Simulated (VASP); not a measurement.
MgO, 10 atoms in the cell. The cell holds a slab with vacuum, 10 atoms: a = 3.008 Å, b = 3.008 Å, c = 26.052 Å, α = 90.00°, β = 90.00°, γ = 120.00°. 

| Property | Result |
| --- | --- |
| Program | VASP 6.6.1 |
| Task | single point |
| Functional | PBE |
| Potentials or basis | VASP PAW PBE potentials, release 64 (O, Mg) |
| Cutoff | 520 eV |
| k mesh | 9 × 9 × 1 |
| Occupations | gaussian, width 0.05 eV |
| Spin | no spin polarisation |
| Dipole correction | yes |
| Further INCAR settings | ALGO = Normal; EDIFF = 1e-06; NBANDS = 31 |

Potentials or basis: VASP PAW PBE potentials, release 64 (O, Mg).

The run is started by

```console
$ cat potpaw_PBE.64/O/POTCAR potpaw_PBE.64/Mg/POTCAR > POTCAR
$ mpirun -np 1 vasp_std > vasp.out
```

Hardware: 1 thread of Intel(R) Xeon(R) Platinum 8375C CPU @ 2.90GHz (Ice Lake), with other jobs on the host.

Q: How long does it take, and how much memory?

A: Run time: 3.6 min on 1 thread of Intel(R) Xeon(R) Platinum 8375C CPU @ 2.90GHz (Ice Lake) (shared host), peak memory 0.35 GiB. Counts: scf iterations 44, k points 12.
